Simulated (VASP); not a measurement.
# Ta3N (P-3m1) in VASP: notebook

Ta3N is run at these levels: PBEsol+U, r2SCAN; tasks: single point.

All numbers are computed with VASP 6.6.1; they aren't measurements. Logs are shortened: lines on timing, memory, paths and dates and some standing lists are left out, and cuts for length are marked.

**1. The cell of the first run**

The structure is trigonal, space group P-3m1 (No. 164). The conventional cell has a = 2.995 Å, b = 2.995 Å, c = 7.608 Å, α = 90.00°, β = 90.00°, γ = 120.00°. Within 3.2 Å of Ta (site symmetry 3m) lie 3 N at 2.18 Å and 12 Ta at 3.00 to 3.16 Å. Within 3.9 Å of Ta (site symmetry -3m) lie 12 Ta at 3.00 to 3.02 Å and 2 N at 3.80 Å. N (site symmetry -3m) has 6 Ta at 2.18 Å and 6 N at 3.00 Å within 3.0 Å.

**2. Single point, PBEsol+U**

INCAR

```
SYSTEM = Ta3N
  ALGO = Normal
  EDIFF = 1E-6
  ENCUT = 1330
  GGA = PS
  GGA_COMPAT = .False.
  ISIF = 2
  ISMEAR = -1
  LASPH = .True.
  LCHARG = .False.
  LDAU = .True.
  LDAUJ = 0 0
  LDAUL = 2 -1
  LDAUPRINT = 1
  LDAUTYPE = 2
  LDAUU = 5 0
  LMAXMIX = 4
  LREAL = .False.
  LWAVE = .False.
  NBANDS = 30
  NELM = 200
  PREC = Accurate
  SIGMA = 0.05
```

KPOINTS

```
k-points
0
Gamma
  10 10 4
  0 0 0
```

POSCAR

```
Ta3N
1.0
    2.9952813603      0.0000000000      0.0000000000
   -1.4976406802      2.5939897495      0.0000000000
    0.0000000000      0.0000000000      7.6081672752
Ta N
3 1
Direct
    0.6666666667      0.3333333333      0.8259979844
    0.3333333333      0.6666666667      0.1740020156
    0.0000000000      0.0000000000      0.5000000000
    0.0000000000      0.0000000000      0.0000000000
```

Potentials or basis: VASP PAW PBE potentials, release 64 (Ta_sv_GW, N_h).

Run with:

```bash
$ cat potpaw_PBE.64/Ta_sv_GW/POTCAR potpaw_PBE.64/N_h/POTCAR > POTCAR
$ mpirun -np 1 vasp_std > vasp.out
```

OUTCAR:

```text
SYSTEM = Ta3N
   EDIFF = 1E-6
   ENCUT = 1330
   GGA = PS
   ISIF = 2
   ISMEAR = -1
   LASPH = .True.
   LREAL = .False.
   NELM = 200
   PREC = Accurate

 ion  position               nearest neighbor table
   1  0.667  0.333  0.826-   4 2.18   4 2.18   4 2.18   3 3.02   3 3.02   3 3.02   2 3.16   2 3.16
                             2 3.16
   2  0.333  0.667  0.174-   4 2.18   4 2.18   4 2.18   3 3.02   3 3.02   3 3.02   1 3.16   1 3.16
                             1 3.16
   3  0.000  0.000  0.500-   1 3.02   2 3.02   1 3.02   2 3.02   1 3.02   2 3.02
   4  0.000  0.000  0.000-   1 2.18   2 2.18   1 2.18   2 2.18   1 2.18   2 2.18

  LATTYP: Found a hexagonal cell.
 ALAT       =     2.9952813603
 C/A-ratio  =     2.5400509535

  Lattice vectors:

 A1 = (   2.9952813603,   0.0000000000,   0.0000000000)
 A2 = (  -1.4976406802,   2.5939897495,   0.0000000000)
 A3 = (   0.0000000000,   0.0000000000,   7.6081672752)

Analysis of symmetry for initial positions (statically):
=====================================================================
 Subroutine PRICEL returns:
 Original cell was already a primitive cell.

 Routine SETGRP: Setting up the symmetry group for a
 hexagonal supercell.

 Subroutine GETGRP returns: Found 12 space group operations
 (whereof 12 operations were pure point group operations)
 out of a pool of 24 trial point group operations.

The static configuration has the point symmetry D_3d.

Analysis of symmetry for dynamics (positions and initial velocities):
=====================================================================
 Subroutine PRICEL returns:
 Original cell was already a primitive cell.

 Routine SETGRP: Setting up the symmetry group for a
 hexagonal supercell.

 Subroutine GETGRP returns: Found 12 space group operations
 (whereof 12 operations were pure point group operations)
 out of a pool of 24 trial point group operations.

The dynamic configuration has the point symmetry D_3d.

 Subroutine INISYM returns: Found 12 space group operations
 (whereof 12 operations are pure point group operations),
 and found     1 'primitive' translations

----------------------------------------------------------------------------------------

                                     Primitive cell

  volume of cell :      59.1134

  direct lattice vectors                    reciprocal lattice vectors
     2.995281360  0.000000000  0.000000000     0.333858453  0.192753267  0.000000000
    -1.497640680  2.593989749  0.000000000     0.000000000  0.385506535  0.000000000
     0.000000000  0.000000000  7.608167275     0.000000000  0.000000000  0.131437699

  length of vectors
     2.995281360  2.995281360  7.608167275     0.385506535  0.385506535  0.131437699

  position of ions in fractional coordinates (direct lattice)
     0.666666667  0.333333333  0.825997984
     0.333333333  0.666666667  0.174002016
     0.000000000  0.000000000  0.500000000
     0.000000000  0.000000000  0.000000000

  ion indices of the primitive-cell ions
   primitive index   ion index
                 1           1
                 2           2
                 3           3
                 4           4

----------------------------------------------------------------------------------------

 KPOINTS: k-points

Automatic generation of k-mesh.
 Grid dimensions read from file:
 generate k-points for:   10   10    4

 Generating k-lattice:

  Cartesian coordinates                     Fractional coordinates (reciprocal lattice)
     0.033385845  0.019275327  0.000000000     0.100000000 -0.000000000  0.000000000
     0.000000000  0.038550653  0.000000000     0.000000000  0.100000000  0.000000000
     0.000000000  0.000000000  0.032859425     0.000000000  0.000000000  0.250000000

  Length of vectors
     0.038550653  0.038550653  0.032859425

  Shift w.r.t. Gamma in fractional coordinates (k-lattice)
     0.000000000  0.000000000  0.000000000

 Subroutine IBZKPT returns following result:
 ===========================================

 Found     50 irreducible k-points:

 Following reciprocal coordinates:
            Coordinates               Weight
  0.000000  0.000000  0.000000      1.000000
  0.100000  0.000000  0.000000      6.000000
  0.200000  0.000000  0.000000      6.000000
  0.300000 -0.000000  0.000000      6.000000
  0.400000  0.000000  0.000000      6.000000
  0.500000  0.000000  0.000000      3.000000
[... 16 lines left out ...]
  0.000000  0.400000  0.250000      6.000000
  0.500000  0.000000  0.250000      6.000000
 [... further k-points ...]
   k-points           NKPTS =     50   k-points in BZ     NKDIM =     50   number of bands    NBANDS=     30
   number of dos      NEDOS =    301   number of ions     NIONS =      4
   total plane-waves  NPLWV = 116640
   dimension x,y,z NGX =    36 NGY =   36 NGZ =   90
   dimension x,y,z NGXF=    72 NGYF=   72 NGZF=  180
   ions per type =               3   1
   NGX,Y,Z   is equivalent  to a cutoff of  19.98, 19.98, 19.67 a.u.
   NGXF,Y,Z  is equivalent  to a cutoff of  39.96, 39.96, 39.33 a.u.
 SYSTEM =  Ta3N
   PREC   = accura    normal or accurate (medium, high low for compatibility)
   ISTART =      0    job   : 0-new  1-cont  2-samecut
   ICHARG =      2    charge: 1-file 2-atom 10-const
   ISPIN  =      1    spin polarized calculation?
   LNONCOLLINEAR =      F non collinear calculations
   LSORBIT =      F    spin-orbit coupling
   LASPH  =      T    aspherical Exc in radial PAW
   ENCUT  = 1330.0 eV  97.75 Ry    9.89 a.u.   8.91  8.91 22.62*2*pi/ulx,y,z
   NELM   =    200;   NELMIN=  2; NELMDL= -5     # of ELM steps
   EDIFF  = 0.1E-05   stopping-criterion for ELM
   LREAL  =      F    real-space projection
[... 7 lines left out ...]
   TEBEG  =    0.0;   TEEND  =   0.0 temperature during run
   PSTRESS=    0.0 pullay stress
   NELECT =      44.0000    total number of electrons
   NUPDOWN=      -1.0000    fix difference up-down
   EMIN   =  10.00;   EMAX   =-10.00  energy-range for DOS
   EFERMI =   0.00;   METHOD = LEGACY
   ISMEAR =    -1;   SIGMA  =   0.05  broadening in eV -4-tet -1-fermi 0-gaus
   EFERMI_NEDOS =   21; number of points for ismear=-14 and -15
   IALGO  =     38    algorithm
   IMIX   =      4    mixing-type and parameters
     AMIX     =   0.40;   BMIX     =  1.00
     AMIX_MAG =   1.60;   BMIX_MAG =  1.00
  volume/ion in A,a.u.               =      14.78        99.73
  Fermi-wavevector in a.u.,A,eV,Ry     =   1.483646  2.803685 29.949235  2.201207
  Thomas-Fermi vector in A             =   2.597282
   LORBIT       =      0    0 simple, 1 ext, 2 COOP (PROOUT), +10 PAW based schemes
 LDA+U is selected, type is set to LDAUTYPE =  2
   angular momentum for each species LDAUL =     2   -1
   U (eV)           for each species LDAUU =   5.0  0.0
   J (eV)           for each species LDAUJ =   0.0  0.0
   GGA     = PS    functional components
   LHFCALC =     F    Hartree Fock is set to
   AEXX    =    0.0000 exact exchange contribution
   IVDW    =     0    specifies the selected vdW correction
   LEPSILON=     F    determine dielectric tensor
   LRPA    =     F    only Hartree local field effects (RPA)
 non-spin polarized calculation
  energy-cutoff  :     1330.00
  volume of cell :       59.11
 maximum number of plane-waves:      6538
   NGX = 17   NGY = 17   NGZ = 45

atom =   1  type =  1  l = 2

 onsite density matrix

spin component  1

  0.2205  0.0000  0.0000  0.0103  0.0000
  0.0000  0.1997 -0.0000 -0.0000  0.0103
  0.0000 -0.0000  0.2461  0.0000 -0.0000
  0.0103 -0.0000  0.0000  0.1997 -0.0000
  0.0000  0.0103 -0.0000 -0.0000  0.2205

spin component  2

  0.2205  0.0000  0.0000  0.0103  0.0000
  0.0000  0.1997 -0.0000 -0.0000  0.0103
  0.0000 -0.0000  0.2461  0.0000 -0.0000
  0.0103 -0.0000  0.0000  0.1997 -0.0000
  0.0000  0.0103 -0.0000 -0.0000  0.2205
[... 67 lines left out ...]
 occupancies and eigenvectors

  o =  0.1345  v = -0.3635  0.6132  0.0000  0.5914 -0.3769  0.0000  0.0000  0.0000  0.0000  0.0000      0.0000  0.0000  0.0000  0.0000  0.0000  0.0000  0.0000  0.0000  0.0000  0.0000
  o =  0.1345  v =  0.0000  0.0000  0.0000  0.0000  0.0000 -0.3635  0.6132  0.0000  0.5914 -0.3769      0.0000  0.0000  0.0000  0.0000  0.0000  0.0000  0.0000  0.0000  0.0000  0.0000
  o =  0.1345  v =  0.3769  0.5914 -0.0000 -0.6132 -0.3635  0.0000  0.0000  0.0000  0.0000  0.0000      0.0000  0.0000  0.0000  0.0000  0.0000  0.0000  0.0000  0.0000  0.0000  0.0000
  o =  0.1345  v =  0.0000  0.0000  0.0000  0.0000  0.0000  0.3769  0.5914 -0.0000 -0.6132 -0.3635      0.0000  0.0000  0.0000  0.0000  0.0000  0.0000  0.0000  0.0000  0.0000  0.0000
  o =  0.2277  v =  0.0000  0.0000  0.0000  0.0000  0.0000  0.5914  0.3769 -0.0000  0.3636  0.6132      0.0000  0.0000  0.0000  0.0000  0.0000  0.0000  0.0000  0.0000  0.0000  0.0000
  o =  0.2277  v =  0.5914  0.3769 -0.0000  0.3636  0.6132  0.0000  0.0000  0.0000  0.0000  0.0000      0.0000  0.0000  0.0000  0.0000  0.0000  0.0000  0.0000  0.0000  0.0000  0.0000
  o =  0.2277  v = -0.6132  0.3636  0.0000 -0.3769  0.5914  0.0000  0.0000  0.0000  0.0000  0.0000      0.0000  0.0000  0.0000  0.0000  0.0000  0.0000  0.0000  0.0000  0.0000  0.0000
  o =  0.2277  v =  0.0000  0.0000  0.0000  0.0000  0.0000 -0.6132  0.3636  0.0000 -0.3769  0.5914      0.0000  0.0000  0.0000  0.0000  0.0000  0.0000  0.0000  0.0000  0.0000  0.0000
  o =  0.2807  v =  0.0000 -0.0000  1.0000  0.0000 -0.0000  0.0000  0.0000  0.0000  0.0000  0.0000      0.0000  0.0000  0.0000  0.0000  0.0000  0.0000  0.0000  0.0000  0.0000  0.0000
  o =  0.2807  v =  0.0000  0.0000  0.0000  0.0000  0.0000  0.0000 -0.0000  1.0000  0.0000 -0.0000      0.0000  0.0000  0.0000  0.0000  0.0000  0.0000  0.0000  0.0000  0.0000  0.0000

 number of electron      44.0000000 magnetization

 Free energy of the ion-electron system (eV)
  ---------------------------------------------------
  ext. energy  EPLUGINS =         0.00000000
  ---------------------------------------------------
  free energy    TOTEN  =       -43.06181342 eV

  energy without entropy =      -43.03561718  energy(sigma->0) =      -43.04871530

 E-fermi :  12.0190     XC(G=0): -13.3088

 val. band max:       12.0136497187   @ k =   0.1000   0.0000   0.0000
 cond. band min:      12.0247255189   @ k =   0.2000   0.0000   0.2500
 fundamental gap:      0.0110758002
 Fermi energy:        12.0189992471

 k-point     1 :       0.0000    0.0000    0.0000
  band No.  band energies     occupation
      1     -57.3959      2.00000
      2     -57.3713      2.00000
      3     -56.8753      2.00000
      4     -24.1298      2.00000
      5     -23.8536      2.00000
      6     -23.4822      2.00000
[... 781 lines left out ...]
     29      17.4342      0.00000
     30      17.7920      0.00000

 [... further k-points ...]
[... 5 lines left out ...]
  --------------------------------------------------------------------------------------
  -------------------------------------------------------------------------------------
  Total        4.5345576      4.5345576      3.8341036     -0.0000000      0.0000000     -0.0000000
  in kB      122.9021769    122.9021769    103.9174537     -0.0000000      0.0000000     -0.0000000
  external PRESSURE =     116.5739358 kB  Pullay stress =       0.0000000 kB

 VOLUME and BASIS-vectors are now :
 -----------------------------------------------------------------------------
  energy-cutoff  :     1330.00
  volume of cell :       59.11
      direct lattice vectors                 reciprocal lattice vectors
     2.995281360  0.000000000  0.000000000     0.333858453  0.192753267  0.000000000
    -1.497640680  2.593989749  0.000000000     0.000000000  0.385506535  0.000000000
     0.000000000  0.000000000  7.608167275     0.000000000  0.000000000  0.131437699

 POSITION                                       TOTAL-FORCE (eV/Angst)
 -----------------------------------------------------------------------------------
      1.49764      0.86466      6.28433         0.000000     -0.000000     -0.471538
     -0.00000      1.72933      1.32384        -0.000000      0.000000      0.471538
      0.00000      0.00000      3.80408         0.000000      0.000000      0.000000
      0.00000      0.00000      0.00000         0.000000      0.000000      0.000000
 -----------------------------------------------------------------------------------
    total drift:                               -0.000000      0.000000      0.000000

  FREE ENERGIE OF THE ION-ELECTRON SYSTEM (eV)
  ---------------------------------------------------
  free  energy   TOTEN  =       -43.0618134228 eV

  energy  without entropy=      -43.0356171814  energy(sigma->0) =      -43.04871530
```

It took 4.3 min on 1 thread of Intel Xeon Platinum 8488C (Sapphire Rapids), shared host; peak memory 0.56 GiB.

Results:

```
Free energy            : -43.0618 eV
Pressure               : 11.7 GPa
Largest force          : 0.472 eV/Å
Band gap on the k mesh : zero (bands 22 and 23 overlap by 0.52 eV)
```

Forces on the atoms (eV/Å):
```
Ta   0.000  0.000 -0.472
Ta   0.000  0.000  0.472
Ta   0.000  0.000  0.000
N    0.000  0.000  0.000
```

Stress tensor (GPa, compression positive):
```
12.29  0.00  0.00
 0.00 12.29  0.00
 0.00  0.00 10.39
```

Eigenvalues of the final occupation matrices:
| site | spin | trace | eigenvalues |
| --- | --- | --- | --- |
| site 1 d | 1 | 1.09 | 0.20 0.20 0.22 0.22 0.25 |
| site 1 d | 2 | 1.09 | 0.20 0.20 0.22 0.22 0.25 |
| site 2 d | 1 | 1.09 | 0.20 0.20 0.22 0.22 0.25 |
| site 2 d | 2 | 1.09 | 0.20 0.20 0.22 0.22 0.25 |
| site 3 d | 1 | 1.01 | 0.13 0.13 0.23 0.23 0.28 |
| site 3 d | 2 | 1.01 | 0.13 0.13 0.23 0.23 0.28 |

Caveat: the cell stands under pressure; the PAW data sets were made with another functional, which shifts forces and pressure a little; spin-orbit coupling is left out, which moves the levels of the heavy elements; U without spin polarisation on a metal has little footing.

**3. Single point, r2SCAN**

This run uses another cell than the first one, of 14.08 Å³/atom.

POSCAR

```
Ta3N
1.0
    2.9703244971      0.0000000000      0.0000000000
   -1.4851622486      2.5723764720      0.0000000000
    0.0000000000      0.0000000000      7.3705400853
Ta N
3 1
Direct
    0.6666666667      0.3333333333      0.8260700000
    0.3333333333      0.6666666667      0.1739300000
    0.0000000000      0.0000000000      0.5000000000
    0.0000000000      0.0000000000      0.0000000000
```

INCAR.step1

```
SYSTEM = Ta3N
PREC = Accurate
ENCUT = 770
ISMEAR = -1
SIGMA = 0.05
LREAL = .FALSE.
LASPH = .TRUE.
NELM = 120
NBANDS = 30
GGA = PE
ALGO = Normal
EDIFF = 1E-5
LWAVE = .TRUE.
LCHARG = .FALSE.
GGA_COMPAT = .FALSE.
```

INCAR.step2

```
SYSTEM = Ta3N
PREC = Accurate
ENCUT = 770
EDIFF = 1E-6
ISMEAR = -1
SIGMA = 0.05
LREAL = .FALSE.
LASPH = .TRUE.
NELM = 120
ALGO = Normal
ISIF = 2
LWAVE = .FALSE.
LCHARG = .FALSE.
METAGGA = R2SCAN
LMIXTAU = .TRUE.
NBANDS = 30
ISTART = 1
GGA_COMPAT = .FALSE.
```

KPOINTS

```
Automatic mesh
0
G
  10 10 4
  0 0 0
```

Potentials or basis: VASP PAW PBE potentials, release 64 (Ta_sv_GW, N).

Run with:

```bash
$ cat potpaw_PBE.64/Ta_sv_GW/POTCAR potpaw_PBE.64/N/POTCAR > POTCAR
$ cp INCAR.step1 INCAR
$ mpirun -np 1 vasp_std > vasp.out
$ cp INCAR.step2 INCAR
$ mpirun -np 1 vasp_std > vasp.out
```

Run time: 6.8 min. Hardware: 1 thread of AMD EPYC 9R45 (Zen 5), shared host; peak memory 0.3 GiB.

Results (log left out):

* Free energy: -164.5048 eV
* Pressure: 13.1 GPa
* Largest force: 0.400 eV/Å
* Band gap on the k mesh: zero (bands 22 and 23 overlap by 0.73 eV)

Forces on the atoms (eV/Å):
```
Ta   0.000  0.000 -0.400
Ta   0.000  0.000  0.400
Ta   0.000  0.000  0.000
N    0.000  0.000  0.000
```

Stress tensor (GPa, compression positive):
```
12.15  0.00  0.00
 0.00 12.15  0.00
 0.00  0.00 15.03
```

Levels at points of the mesh, in eV from the Fermi level:
```csv
k point,band 20,band 21,band 22,band 23,band 24,band 25
"(0.00, 0.00, 0.00)",-0.49,-0.49,-0.35,0.32,0.32,0.97
"(0.50, 0.00, 0.00)",-1.39,-0.59,0.15,0.80,0.95,3.91
"(0.00, 0.00, 0.50)",-1.26,-0.25,-0.25,0.59,0.59,1.30
"(0.50, 0.00, 0.50)",-1.53,-1.44,0.17,1.05,1.42,2.72
```

Caveat: the cell stands under pressure; the PAW data sets were made with another functional, which shifts forces and pressure a little; spin-orbit coupling is left out, which moves the levels of the heavy elements.
